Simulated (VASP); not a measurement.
Wanted: the native input for a VASP 6.6.1 run.

| Property | Result |
| --- | --- |
| Task | single point |
| Functional | PBE |
| Potentials or basis | VASP PAW PBE potentials, release 64 (Na_pv, Cl) |
| Cutoff | 520 eV |
| k mesh | 8 × 8 × 8 |
| Occupations | fermi-dirac, width 0.02 eV |
| Spin | no spin polarisation |
| Dipole correction | no |
| Further INCAR settings | ALGO = Normal; EDIFF = 1e-06; NBANDS = 14 |

The structure of NaCl lies in POSCAR:

```
NaCl
1.0
    0.0000000000      2.8475812609      2.8475812609
    2.8475812609      0.0000000000      2.8475812609
    2.8475812609      2.8475812609      0.0000000000
Na Cl
1 1
Direct
    0.0000000000      0.0000000000      0.0000000000
    0.5000000000      0.5000000000      0.5000000000
```

These files were run (other wordings do the same):

INCAR

```
PREC     = Accurate       # precision mode
ENCUT    = 520            # plane-wave cutoff, eV
EDIFF    = 1E-6           # SCF threshold, eV
ISMEAR   = -1             # smearing method
SIGMA    = 0.02           # smearing width, eV
LREAL    = False          # projectors in reciprocal space
LASPH    = True           # aspherical terms in the spheres
NELM     = 100            # most SCF steps
ALGO     = Normal         # electronic algorithm
ISIF     = 2              # what is computed and relaxed
LWAVE    = False          # write WAVECAR
LCHARG   = False          # write CHGCAR
GGA      = PE             # functional
NBANDS   = 14             # bands
```

KPOINTS

```
regular mesh
0
Gamma
  8 8 8
```

Potentials or basis: VASP PAW PBE potentials, release 64 (Na_pv, Cl).

The run is started by

```bash
$ cat potpaw_PBE.64/Na_pv/POTCAR potpaw_PBE.64/Cl/POTCAR > POTCAR
$ mpirun -np 1 vasp_std > vasp.out
```

Results of the run:

* Pressure: 0.0 GPa
* Band gap on the k mesh: 5.00 eV

Wall time 28 s on 1 thread of AMD EPYC 7R13, on a shared host, peak memory 0.13 GiB.
